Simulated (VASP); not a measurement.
Crystal: KBr.

```
CELL_PARAMETERS angstrom
0.00000 3.84173 3.33908
3.84173 0.00000 3.33908
3.84173 3.84173 0.00000
ATOMIC_POSITIONS crystal
K 0.00000 0.00000 0.00000
Br 0.25000 0.25000 0.25000
```

This cell differs from its parent crystal: epitaxial xy strain +4.2%.

Base run:

```yaml
Program: VASP 6.6.1
Functional: PBE
Potentials_or_basis: VASP PAW PBE potentials, release 64 (K_sv, Br)
Cutoff: 520 eV
k_mesh: 6 × 6 × 6
Occupations: fermi-dirac, width 0.02 eV
Spin: no spin polarisation
```

Its results: band gap on the k mesh 4.23 eV, indirect (least direct gap 4.26 eV); pressure 0.3 GPa.

Q: The run is repeated on the same cell with these changes: functional from PBE to r2SCAN; occupations from fermi-dirac, width 0.02 eV to gaussian, width 0.01 eV. What comes out?

A: Band gap on the k mesh 4.79 eV, indirect (least direct gap 4.82 eV); pressure 0.1 GPa.

Caveats: the PAW data sets were made with another functional, which shifts forces and pressure a little (some runs).

A k mesh can miss the band edges.
